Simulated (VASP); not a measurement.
Set up this calculation in VASP 6.6.1, as the native input.

```
Task                   : single point
Functional             : PBE
Potentials or basis    : VASP PAW PBE potentials, release 64 (Cd, Te)
Cutoff                 : 500 eV
k mesh                 : 2 × 2 × 2, shifted
Occupations            : gaussian, width 0.01 eV
Spin                   : no spin polarisation
Dipole correction      : no
Further INCAR settings : LREAL = Auto; ALGO = Normal; EDIFF = 1e-06; NBANDS = 166
```

The structure of CdTe lies in POSCAR:

```
CdTe
1.0
   -6.6192623122     -6.6192623122      6.6192623122
    6.6192623122     -6.6192623122     -6.6192623122
    6.6192623122      6.6192623122      6.6192623122
Cd Te
16 16
Direct
    0.2500000000      0.7500000000      0.0000000000
    0.0000000000      0.7500000000      0.2500000000
    0.5000000000      0.5000000000      0.0000000000
    0.2500000000      0.5000000000      0.2500000000
    0.0000000000      0.5000000000      0.5000000000
    0.7500000000      0.7500000000      0.5000000000
    0.5000000000      0.7500000000      0.7500000000
    0.0000000000      0.0000000000      0.0000000000
    0.7500000000      0.2500000000      0.0000000000
    0.5000000000      0.2500000000      0.2500000000
    0.2500000000      0.2500000000      0.5000000000
    0.0000000000      0.2500000000      0.7500000000
    0.7500000000      0.5000000000      0.7500000000
    0.7500000000      0.0000000000      0.2500000000
    0.5000000000      0.0000000000      0.5000000000
    0.2500000000      0.0000000000      0.7500000000
    0.2500000000      0.7500000000      0.7500000000
    0.0000000000      0.7500000000      0.0000000000
    0.5000000000      0.5000000000      0.7500000000
    0.2500000000      0.5000000000      0.0000000000
    0.0000000000      0.5000000000      0.2500000000
    0.7500000000      0.7500000000      0.2500000000
    0.5000000000      0.7500000000      0.5000000000
    0.0000000000      0.0000000000      0.7500000000
    0.7500000000      0.2500000000      0.7500000000
    0.5000000000      0.2500000000      0.0000000000
    0.2500000000      0.2500000000      0.2500000000
    0.0000000000      0.2500000000      0.5000000000
    0.7500000000      0.5000000000      0.5000000000
    0.7500000000      0.0000000000      0.0000000000
    0.5000000000      0.0000000000      0.2500000000
    0.2500000000      0.0000000000      0.5000000000
```

One way to write it, as run:

INCAR

```
SYSTEM = CdTe
  PREC = Accurate
  ENCUT = 500
  EDIFF = 1E-6
  ISMEAR = 0
  SIGMA = 0.01
  LREAL = Auto
  LASPH = .True.
  NELM = 120
  ALGO = Normal
  ISIF = 2
  LWAVE = .False.
  LCHARG = .False.
  GGA = PE
  NBANDS = 166
  GGA_COMPAT = .False.
```

KPOINTS

```
Automatic mesh
0
Gamma
  2 2 2
  0.5 0.5 0.5
```

Potentials or basis: VASP PAW PBE potentials, release 64 (Cd, Te).

The run is started by

```console
$ cat potpaw_PBE.64/Cd/POTCAR potpaw_PBE.64/Te/POTCAR > POTCAR
$ mpirun -np 1 vasp_std > vasp.out
```

It gave:

| Quantity | Value |
| --- | --- |
| Pressure | 0.1 GPa |
| Band gap on the k mesh | 2.17 eV |

Caveat: spin-orbit coupling is left out, which moves the levels of the heavy elements; a shifted mesh leaves out Γ, where band edges can lie.

Wall time 20 min on 1 thread of Oxide Virtual Turin-like Processor (shared host), peak memory 1.1 GiB.
